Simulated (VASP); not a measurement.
# TiAl (Pm-3m) in VASP: a series of runs

The runs below take TiAl through single point, with PBE.

Program: VASP 6.6.1. These are calculated values, not measurements. Logs are shortened: lines on timing, memory, paths and dates and some standing lists are left out, and cuts for length are marked.

**1. The cell of the first run**

It takes space group Pm-3m (No. 221, cubic). Conventional cell: a = 3.179 Å, b = 3.179 Å, c = 3.179 Å, α = 90.00°, β = 90.00°, γ = 90.00°. Ti (site symmetry m-3m) has 8 Al at 2.75 Å and 6 Ti at 3.18 Å within 3.6 Å. Al (site symmetry m-3m) has 8 Ti at 2.75 Å and 6 Al at 3.18 Å within 3.6 Å.

**2. Single point, PBE**

Input file INCAR:

```
  ALGO = Fast
  EDIFF = 1E-6
  ENCUT = 520
  GGA = PE
  ISIF = 2
  ISMEAR = 0
  LASPH = T
  LCHARG = T
  LELF = T
  LREAL = F
  LVHAR = T
  LWAVE = F
  NBANDS = 14
  NELM = 80
  PREC = Accurate
  SIGMA = 0.011
```

Input file KPOINTS:

```
k-points
0
Gamma
  8 8 8
```

Input file POSCAR:

```
TiAl
1.0
    3.1790640000      0.0000000000      0.0000000000
    0.0000000000      3.1790640000      0.0000000000
    0.0000000000      0.0000000000      3.1790640000
Ti Al
1 1
Direct
    0.0000000000      0.0000000000      0.0000000000
    0.5000000000      0.5000000000      0.5000000000
```

Potentials or basis: VASP PAW PBE potentials, release 64 (Ti_sv, Al).

Started as:

```console
$ cat potpaw_PBE.64/Ti_sv/POTCAR potpaw_PBE.64/Al/POTCAR > POTCAR
$ mpirun -np 1 vasp_std > vasp.out
```

OUTCAR:

```text
EDIFF = 1E-6
   ENCUT = 520
   GGA = PE
   ISIF = 2
   ISMEAR = 0
   LASPH = T
   LREAL = F
   NELM = 80
   PREC = Accurate

 ion  position               nearest neighbor table
   1  0.000  0.000  0.000-   2 2.75   2 2.75   2 2.75   2 2.75   2 2.75   2 2.75   2 2.75   2 2.75

   2  0.500  0.500  0.500-   1 2.75   1 2.75   1 2.75   1 2.75   1 2.75   1 2.75   1 2.75   1 2.75

  LATTYP: Found a simple cubic cell.
 ALAT       =     3.1790640000

  Lattice vectors:

 A1 = (   3.1790640000,   0.0000000000,   0.0000000000)
 A2 = (   0.0000000000,   3.1790640000,   0.0000000000)
 A3 = (   0.0000000000,   0.0000000000,   3.1790640000)

Analysis of symmetry for initial positions (statically):
=====================================================================
 Subroutine PRICEL returns:
 Original cell was already a primitive cell.

 Routine SETGRP: Setting up the symmetry group for a
 simple cubic supercell.

 Subroutine GETGRP returns: Found 48 space group operations
 (whereof 48 operations were pure point group operations)
 out of a pool of 48 trial point group operations.

The static configuration has the point symmetry O_h .

Analysis of symmetry for dynamics (positions and initial velocities):
=====================================================================
 Subroutine PRICEL returns:
 Original cell was already a primitive cell.

 Routine SETGRP: Setting up the symmetry group for a
 simple cubic supercell.

 Subroutine GETGRP returns: Found 48 space group operations
 (whereof 48 operations were pure point group operations)
 out of a pool of 48 trial point group operations.

The dynamic configuration has the point symmetry O_h .

 Subroutine INISYM returns: Found 48 space group operations
 (whereof 48 operations are pure point group operations),
 and found     1 'primitive' translations

----------------------------------------------------------------------------------------

                                     Primitive cell

  volume of cell :      32.1290

  direct lattice vectors                    reciprocal lattice vectors
     3.179064000  0.000000000  0.000000000     0.314557996  0.000000000  0.000000000
     0.000000000  3.179064000  0.000000000     0.000000000  0.314557996  0.000000000
     0.000000000  0.000000000  3.179064000     0.000000000  0.000000000  0.314557996

  length of vectors
     3.179064000  3.179064000  3.179064000     0.314557996  0.314557996  0.314557996

  position of ions in fractional coordinates (direct lattice)
     0.000000000  0.000000000  0.000000000
     0.500000000  0.500000000  0.500000000

[... 90 lines left out ...]
   EFERMI =   0.00;   METHOD = LEGACY
   ISMEAR =     0;   SIGMA  =   0.01  broadening in eV -4-tet -1-fermi 0-gaus
   EFERMI_NEDOS =   21; number of points for ismear=-14 and -15
   IALGO  =     68    algorithm
   IMIX   =      4    mixing-type and parameters
     AMIX     =   0.40;   BMIX     =  1.00
     AMIX_MAG =   1.60;   BMIX_MAG =  1.00
  volume/ion in A,a.u.               =      16.06       108.41
  Fermi-wavevector in a.u.,A,eV,Ry     =   1.270007  2.399964 21.945065  1.612917
  Thomas-Fermi vector in A             =   2.403017
   LORBIT       =      0    0 simple, 1 ext, 2 COOP (PROOUT), +10 PAW based schemes
   GGA     = PE    functional components
   LHFCALC =     F    Hartree Fock is set to
   AEXX    =    0.0000 exact exchange contribution
   IVDW    =     0    specifies the selected vdW correction
   LEPSILON=     F    determine dielectric tensor
   LRPA    =     F    only Hartree local field effects (RPA)
 non-spin polarized calculation
 RMM-DIIS sequential band-by-band and
 Gauss-broadening in eV      SIGMA  =   0.01
  energy-cutoff  :      520.00
  volume of cell :       32.13
 maximum number of plane-waves:       912
 NGX is ok and might be reduce to    24
   NGX = 11   NGY = 11   NGZ = 11

 number of electron      14.9999994 magnetization

 Free energy of the ion-electron system (eV)
  ---------------------------------------------------
  ext. energy  EPLUGINS =         0.00000000
  ---------------------------------------------------
  free energy    TOTEN  =       -12.10111858 eV

  energy without entropy =      -12.10085423  energy(sigma->0) =      -12.10098640

 E-fermi :   8.7848     XC(G=0): -11.0857

 val. band max:        8.7623478941   @ k =   0.3750   0.1250   0.1250
 cond. band min:       8.7931563831   @ k =   0.3750   0.3750   0.2500
 fundamental gap:      0.0308084890
 Fermi energy:         8.7848253930

 k-point     1 :       0.0000    0.0000    0.0000
  band No.  band energies     occupation
      1     -48.0990      2.00000
      2     -24.3020      2.00000
      3     -24.3020      2.00000
      4     -24.3020      2.00000
      5      -0.4993      2.00000
      6       7.3460      2.00000
      7       7.3460      2.00000
      8      10.5978      0.00000
      9      10.5978      0.00000
     10      10.5978      0.00000
     11      13.1896      0.00000
     12      13.1896      0.00000
     13      13.1896      0.00000
     14      17.5768      0.00000
[... 377 lines left out ...]
      1     -48.0699      2.00000
      2     -24.4490      2.00000
      3     -24.4222      2.00000
      4     -24.2973      2.00000
      5       3.7217      2.00000
      6       5.7636      2.00000
      7       6.8173      2.00000
      8       8.2043      2.00000
      9       9.6853      0.00000
     10       9.7090      0.00000
     11      11.6314      0.00000
     12      13.4521      0.00000
     13      13.8835      0.00000
     14      16.1879      0.00000

 [... further k-points ...]

------------------------ aborting loop because EDIFF is reached ----------------------------------------

  FORCE on cell =-STRESS in cart. coord.  units (eV):
  Direction    XX          YY          ZZ          XY          YZ          ZX
  --------------------------------------------------------------------------------------
  -------------------------------------------------------------------------------------
  Total        0.1267083      0.1267083      0.1267083      0.0000000     -0.0000000      0.0000000
  in kB        6.3185571      6.3185571      6.3185571      0.0000000     -0.0000000      0.0000000
  external PRESSURE =       6.3185571 kB  Pullay stress =       0.0000000 kB

 VOLUME and BASIS-vectors are now :
 -----------------------------------------------------------------------------
  energy-cutoff  :      520.00
  volume of cell :       32.13
      direct lattice vectors                 reciprocal lattice vectors
     3.179064000  0.000000000  0.000000000     0.314557996  0.000000000  0.000000000
     0.000000000  3.179064000  0.000000000     0.000000000  0.314557996  0.000000000
     0.000000000  0.000000000  3.179064000     0.000000000  0.000000000  0.314557996

 POSITION                                       TOTAL-FORCE (eV/Angst)
 -----------------------------------------------------------------------------------
      0.00000      0.00000      0.00000         0.000000      0.000000      0.000000
      1.58953      1.58953      1.58953         0.000000      0.000000      0.000000
 -----------------------------------------------------------------------------------
    total drift:                                0.000000      0.000000      0.000000

  FREE ENERGIE OF THE ION-ELECTRON SYSTEM (eV)
  ---------------------------------------------------
  free  energy   TOTEN  =       -12.1011185804 eV

  energy  without entropy=      -12.1008542282  energy(sigma->0) =      -12.10098640
```

stdout:

```text
POSCAR found type information on POSCAR TiAl
 POSCAR found :  2 types and       2 ions
 scaLAPACK will be used
 LDA part: xc-table for (Slater+PW92), standard interpolation
 POSCAR, INCAR and KPOINTS ok, starting setup
 FFT: planning ... GRIDC
 FFT: planning ... GRID_SOFT
 FFT: planning ... GRID
 WAVECAR not read
 entering main loop
```

It took 17 s on 1 thread of Intel Xeon 6975P-C (Granite Rapids), shared host; peak memory 0.14 GiB.

What came out:

```yaml
Free_energy: -12.1011 eV
Pressure: 0.6 GPa
```

Levels at points of the mesh, in eV from the Fermi level:
```
           k point  band 4  band 5  band 6  band 7  band 8  band 9  band 10  band 11
(0.00, 0.00, 0.00)  -33.09   -9.28   -1.44   -1.44    1.81    1.81     1.81     4.40
(0.50, 0.00, 0.00)  -33.07   -6.05   -5.20   -0.55    0.16    0.16     2.02     2.99
(0.50, 0.50, 0.00)  -33.06   -5.02   -2.12   -2.12   -1.47    0.72     0.72     2.74
(0.50, 0.50, 0.50)  -33.21   -3.09   -3.09   -3.09    0.62    2.80     2.80     2.91
```

**3. Single point, PBE**

This run uses another cell than the first one, of 16.19 Å³/atom, 1.008 times its volume.

Input file INCAR:

```
PREC = Accurate ; ENCUT = 520
EDIFF = 1E-6 ; ISMEAR = -1
SIGMA = 0.05 ; LREAL = F
LASPH = T ; NELM = 60
ALGO = Normal ; ISIF = 2
LWAVE = F ; LCHARG = F
GGA = PE ; NBANDS = 14
```

Input file KPOINTS:

```
Automatic mesh
0
Gamma
  8 8 8
```

Input file POSCAR:

```
TiAl
1.0
    3.1872096125      0.0000000000      0.0000000000
    0.0000000000      3.1872096125      0.0000000000
    0.0000000000      0.0000000000      3.1872096125
Ti Al
1 1
Direct
    0.0000000000      0.0000000000      0.0000000000
    0.5000000000      0.5000000000      0.5000000000
```

Potentials or basis: VASP PAW PBE potentials, release 64 (Ti_sv, Al).

Started as:

```console
$ cat potpaw_PBE.64/Ti_sv/POTCAR potpaw_PBE.64/Al/POTCAR > POTCAR
$ mpirun -np 1 vasp_std > vasp.out
```

It took 9.5 s on 1 thread of Intel Xeon 6975P-C (Granite Rapids), shared host; peak memory 0.14 GiB.

Results (log left out):

```yaml
Free_energy: -12.1154 eV
Pressure: 0.0 GPa
```

Levels at points of the mesh, in eV from the Fermi level:
```
           k point  band 5  band 6  band 7  band 8  band 9  band 10
(0.00, 0.00, 0.00)   -9.24   -1.42   -1.42    1.79    1.79     1.79
(0.50, 0.00, 0.00)   -6.03   -5.17   -0.54    0.15    0.15     1.99
(0.50, 0.50, 0.00)   -4.99   -2.11   -2.11   -1.46    0.71     0.71
(0.50, 0.50, 0.50)   -3.07   -3.07   -3.07    0.58    2.76     2.76
```
